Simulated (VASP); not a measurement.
# PtS2 (P1) in VASP: a series of runs, part 3 of 3

VASP 6.6.1. Earlier steps stand in the parts before.

## 5. Single point, r2SCAN

POSCAR reads:

```
PtS2
1.0
    7.1052481869      0.0000000000      0.0000000000
   -3.5526240935      6.1533254301      0.0000000000
    0.0000000000      0.0000000000      5.1228306381
Pt S
4 8
Direct
   -0.0019883455     -0.0018419309      0.0050887882
   -0.0016884165      0.4993186261      0.0013412507
    0.5002964846      0.0009794704     -0.0060429482
    0.5005900853      0.5005296786      0.0059767738
    0.1717734811      0.3347807658      0.2335183582
    0.3304101585      0.1613821683      0.7552117712
    0.1729435032      0.8446315832      0.2355881124
    0.3325001682      0.6639062157      0.7638120946
    0.6658908278      0.3331995070      0.2442329424
    0.8285769837      0.1718324526      0.7635792155
    0.6675439308      0.8335346567      0.2421056029
    0.8405428537      0.6659197610      0.7575493461
```

INCAR.step1 reads:

```
ALGO = Normal ; EDIFF = 1E-4
ENCUT = 520 ; GGA = PE
ISMEAR = -1 ; LASPH = T
LCHARG = F ; LREAL = F
LWAVE = T ; NBANDS = 56
NELM = 60 ; PREC = Accurate
SIGMA = 0.02
```

INCAR.step2 reads:

```
ALGO = Normal ; EDIFF = 1E-7
ENCUT = 520 ; ISIF = 2
ISMEAR = -1 ; ISTART = 1
LASPH = T ; LCHARG = F
LMIXTAU = T ; LREAL = F
LWAVE = F ; METAGGA = R2SCAN
NBANDS = 56 ; NELM = 60
PREC = Accurate ; SIGMA = 0.02
```

KPOINTS reads:

```
k-points
0
Gamma
  3 3 4
```

Potentials or basis: VASP PAW PBE potentials, release 64 (Pt, S).

On the command line:

```sh
$ cat potpaw_PBE.64/Pt/POTCAR potpaw_PBE.64/S/POTCAR > POTCAR
$ cp INCAR.step1 INCAR
$ mpirun -np 1 vasp_std > vasp.out
$ cp INCAR.step2 INCAR
$ mpirun -np 1 vasp_std > vasp.out
```

OUTCAR:

```text
EDIFF = 1E-7
   ENCUT = 520
   ISIF = 2
   ISMEAR = -1
   ISTART = 1
   LASPH = T
   LREAL = F
   METAGGA = R2SCAN
   NELM = 60
   PREC = Accurate

 ion  position               nearest neighbor table
   1  0.998  0.998  0.005-   7 2.34  11 2.37   5 2.38  12 2.41   6 2.41  10 2.45
   2  0.998  0.499  0.001-  12 2.35  10 2.36   8 2.39   9 2.39   5 2.40   7 2.44
   3  0.500  0.001  0.994-  10 2.34   7 2.36   6 2.37   8 2.39   9 2.41  11 2.42
   4  0.501  0.501  0.006-   5 2.34  11 2.38   9 2.38   8 2.39  12 2.45   6 2.45
   5  0.172  0.335  0.234-   4 2.34   1 2.38   2 2.40
   6  0.330  0.161  0.755-   3 2.37   1 2.41   4 2.45
   7  0.173  0.845  0.236-   1 2.34   3 2.36   2 2.44
   8  0.333  0.664  0.764-   3 2.39   4 2.39   2 2.39
   9  0.666  0.333  0.244-   4 2.38   2 2.39   3 2.41
  10  0.829  0.172  0.764-   3 2.34   2 2.36   1 2.45
  11  0.668  0.834  0.242-   1 2.37   4 2.38   3 2.42
  12  0.841  0.666  0.758-   2 2.35   1 2.41   4 2.45

  LATTYP: Found a hexagonal cell.
 ALAT       =     7.1052481869
 C/A-ratio  =     0.7209924978

  Lattice vectors:

 A1 = (   7.1052481869,   0.0000000000,   0.0000000000)
 A2 = (  -3.5526240935,   6.1533254301,   0.0000000000)
 A3 = (   0.0000000000,   0.0000000000,   5.1228306381)

Analysis of symmetry for initial positions (statically):
=====================================================================
 Subroutine PRICEL returns:
 Original cell was already a primitive cell.

 Routine SETGRP: Setting up the symmetry group for a
 hexagonal supercell.

 Subroutine GETGRP returns: Found  1 space group operations
 (whereof  1 operations were pure point group operations)
 out of a pool of 24 trial point group operations.

The static configuration has the point symmetry C_1 .

Analysis of symmetry for dynamics (positions and initial velocities):
=====================================================================
 Subroutine PRICEL returns:
 Original cell was already a primitive cell.

 Routine SETGRP: Setting up the symmetry group for a
 hexagonal supercell.

 Subroutine GETGRP returns: Found  1 space group operations
 (whereof  1 operations were pure point group operations)
 out of a pool of 24 trial point group operations.

The dynamic configuration has the point symmetry C_1 .

 Subroutine INISYM returns: Found  1 space group operations
 (whereof  1 operations are pure point group operations),
 and found     1 'primitive' translations

----------------------------------------------------------------------------------------

                                     Primitive cell

  volume of cell :     223.9748

  direct lattice vectors                    reciprocal lattice vectors
     7.105248187  0.000000000  0.000000000     0.140741037  0.081256876  0.000000000
    -3.552624093  6.153325430  0.000000000     0.000000000  0.162513752  0.000000000
     0.000000000  0.000000000  5.122830638     0.000000000  0.000000000  0.195204579

  length of vectors
     7.105248187  7.105248187  5.122830638     0.162513752  0.162513752  0.195204579

  position of ions in fractional coordinates (direct lattice)
     0.998011654  0.998158069  0.005088788
[... 74 lines left out ...]
   k-points           NKPTS =     19   k-points in BZ     NKDIM =     19   number of bands    NBANDS=     56
   number of dos      NEDOS =    301   number of ions     NIONS =     12
   total plane-waves  NPLWV = 116640
   dimension x,y,z NGX =    54 NGY =   54 NGZ =   40
   dimension x,y,z NGXF=   108 NGYF=  108 NGZF=   80
   ions per type =               4   8
   NGX,Y,Z   is equivalent  to a cutoff of  12.63, 12.63, 12.98 a.u.
   NGXF,Y,Z  is equivalent  to a cutoff of  25.27, 25.27, 25.96 a.u.
 SYSTEM =  unknown system
   PREC   = accura    normal or accurate (medium, high low for compatibility)
   ISTART =      1    job   : 0-new  1-cont  2-samecut
   ICHARG =      0    charge: 1-file 2-atom 10-const
   ISPIN  =      1    spin polarized calculation?
   LNONCOLLINEAR =      F non collinear calculations
   LSORBIT =      F    spin-orbit coupling
   LASPH  =      T    aspherical Exc in radial PAW
   ENCUT  =  520.0 eV  38.22 Ry    6.18 a.u.  13.21 13.21  9.53*2*pi/ulx,y,z
   NELM   =     60;   NELMIN=  2; NELMDL=  0     # of ELM steps
   EDIFF  = 0.1E-06   stopping-criterion for ELM
   LREAL  =      F    real-space projection
   EDIFFG = 0.1E-05   stopping-criterion for IOM
   NSW    =      0    number of steps for IOM
   IBRION =     -1    ionic relax: 0-MD 1-quasi-New 2-CG
   NFREE  =      0    steps in history (QN), initial steepest desc. (CG)
   ISIF   =      2    stress and relaxation
   ISYM   =      2    0-nonsym 1-usesym 2-fastsym
   POTIM  = 0.5000    time-step for ionic-motion
   TEBEG  =    0.0;   TEEND  =   0.0 temperature during run
   PSTRESS=    0.0 pullay stress
   NELECT =      88.0000    total number of electrons
   NUPDOWN=      -1.0000    fix difference up-down
   EMIN   =  10.00;   EMAX   =-10.00  energy-range for DOS
   EFERMI =   0.00;   METHOD = LEGACY
   ISMEAR =    -1;   SIGMA  =   0.02  broadening in eV -4-tet -1-fermi 0-gaus
   EFERMI_NEDOS =   21; number of points for ismear=-14 and -15
   IALGO  =     38    algorithm
   IMIX   =      4    mixing-type and parameters
     AMIX     =   0.40;   BMIX     =  1.00
     AMIX_MAG =   1.60;   BMIX_MAG =  1.00
  volume/ion in A,a.u.               =      18.66       125.95
  Fermi-wavevector in a.u.,A,eV,Ry     =   1.199046  2.265869 19.561265  1.437712
  Thomas-Fermi vector in A             =   2.334919
   LORBIT       =      0    0 simple, 1 ext, 2 COOP (PROOUT), +10 PAW based schemes
   METAGGA = R2SCAN    functional components
   LHFCALC =     F    Hartree Fock is set to
   AEXX    =    0.0000 exact exchange contribution
   IVDW    =     0    specifies the selected vdW correction
   LEPSILON=     F    determine dielectric tensor
   LRPA    =     F    only Hartree local field effects (RPA)
 non-spin polarized calculation
  energy-cutoff  :      520.00
  volume of cell :      223.97
 maximum number of plane-waves:      6042
 NGX is ok and might be reduce to    54
   NGX = 27   NGY = 27   NGZ = 19

 number of electron      88.0000007 magnetization

 Free energy of the ion-electron system (eV)
  ---------------------------------------------------
  ext. energy  EPLUGINS =         0.00000000
  ---------------------------------------------------
  free energy    TOTEN  =      -275.24663654 eV

  energy without entropy =     -275.24663654  energy(sigma->0) =     -275.24663654

 E-fermi :   6.6787     XC(G=0): -11.2135

 val. band max:        6.2264760672   @ k =   0.0000   0.0000   0.0000
 cond. band min:       7.1531786905   @ k =   0.3333   0.3333   0.0000
 fundamental gap:      0.9267026233
 Fermi energy:         6.6786656989

 k-point     1 :       0.0000    0.0000    0.0000
  band No.  band energies     occupation
      1      -9.5542      2.00000
      2      -7.6855      2.00000
      3      -7.6183      2.00000
      4      -7.6061      2.00000
      5      -7.4264      2.00000
      6      -7.3842      2.00000
[... 1110 lines left out ...]
     55      12.9094      0.00000
     56      13.5786      0.00000

------------------------ aborting loop because EDIFF is reached ----------------------------------------

  FORCE on cell =-STRESS in cart. coord.  units (eV):
  Direction    XX          YY          ZZ          XY          YZ          ZX
  --------------------------------------------------------------------------------------
  -------------------------------------------------------------------------------------
  Total        2.6476002      1.4072114      2.0170167      0.2406808     -1.2295734     -0.3866665
  in kB       18.9392970     10.0663217     14.4284922      1.7216815     -8.7956085     -2.7659732
  external PRESSURE =      14.4780369 kB  Pullay stress =       0.0000000 kB

 VOLUME and BASIS-vectors are now :
 -----------------------------------------------------------------------------
  energy-cutoff  :      520.00
  volume of cell :      223.97
      direct lattice vectors                 reciprocal lattice vectors
     7.105248187  0.000000000  0.000000000     0.140741037  0.081256876  0.000000000
    -3.552624093  6.153325430  0.000000000     0.000000000  0.162513752  0.000000000
     0.000000000  0.000000000  5.122830638     0.000000000  0.000000000  0.195204579

 POSITION                                       TOTAL-FORCE (eV/Angst)
 -----------------------------------------------------------------------------------
      3.54504      6.14199      0.02607        -0.019730      0.497896     -0.925460
      5.31936      3.07247      0.00687         0.406168      0.361572      0.400520
      3.55125      0.00603      5.09187        -0.085629     -0.108600      0.643348
      1.77862      3.07992      0.03062         0.292930     -0.156385     -0.902395
      0.03114      2.06001      1.19627        -0.479434     -0.127158      0.466553
      1.77432      0.99304      3.86882        -0.191957      0.484049      0.370954
     -1.77185      5.19729      1.20688         0.135005     -0.771043      0.188577
      0.00389      4.08523      3.91288         0.034368      0.047623     -0.122656
      3.54759      2.05028      1.25116         0.042968     -0.046155     -0.294827
      5.27679      1.05734      3.91169         0.749160     -0.348322     -0.165835
      1.78183      5.12901      1.24027        -0.197185      0.083645     -0.060099
      3.60650      4.09762      3.88080        -0.686663      0.082878      0.401318
 -----------------------------------------------------------------------------------
    total drift:                                0.000065      0.000140     -0.000129

  FREE ENERGIE OF THE ION-ELECTRON SYSTEM (eV)
  ---------------------------------------------------
  free  energy   TOTEN  =      -275.2466365410 eV

  energy  without entropy=     -275.2466365410  energy(sigma->0) =     -275.24663654
```

Run time: 13 min. Hardware: 1 thread of Intel Xeon Platinum 8559C (Emerald Rapids), shared host; peak memory 0.45 GiB.

Results:

```yaml
Free_energy: -275.2466 eV
Pressure: 1.4 GPa
Largest_force: 1.051 eV/Å
Band_gap_on_the_k_mesh: 0.93 eV
```

Forces in eV/Å, atoms in the order of the input:
```
Pt  -0.020  0.498 -0.925
Pt   0.406  0.362  0.401
Pt  -0.086 -0.109  0.643
Pt   0.293 -0.156 -0.902
S   -0.479 -0.127  0.467
S   -0.192  0.484  0.371
S    0.135 -0.771  0.189
S    0.034  0.048 -0.123
S    0.043 -0.046 -0.295
S    0.749 -0.348 -0.166
S   -0.197  0.084 -0.060
S   -0.687  0.083  0.401
```

Stress tensor (GPa, compression positive):
```
 1.89  0.17 -0.28
 0.17  1.01 -0.88
-0.28 -0.88  1.44
```

Levels at points of the mesh, in eV from the valence-band top:
| k point | band 42 | band 43 | band 44 | band 45 | band 46 | band 47 |
| --- | --- | --- | --- | --- | --- | --- |
| (0.00, 0.00, 0.00) | -1.09 | -1.02 | 0.00 | 1.65 | 1.72 | 1.74 |
| (0.00, 0.00, 0.50) | -1.31 | -1.28 | -1.11 | 1.85 | 1.87 | 1.95 |

Caveat: the PAW data sets were made with another functional, which shifts forces and pressure a little; spin-orbit coupling is left out, which moves the levels of the heavy elements.
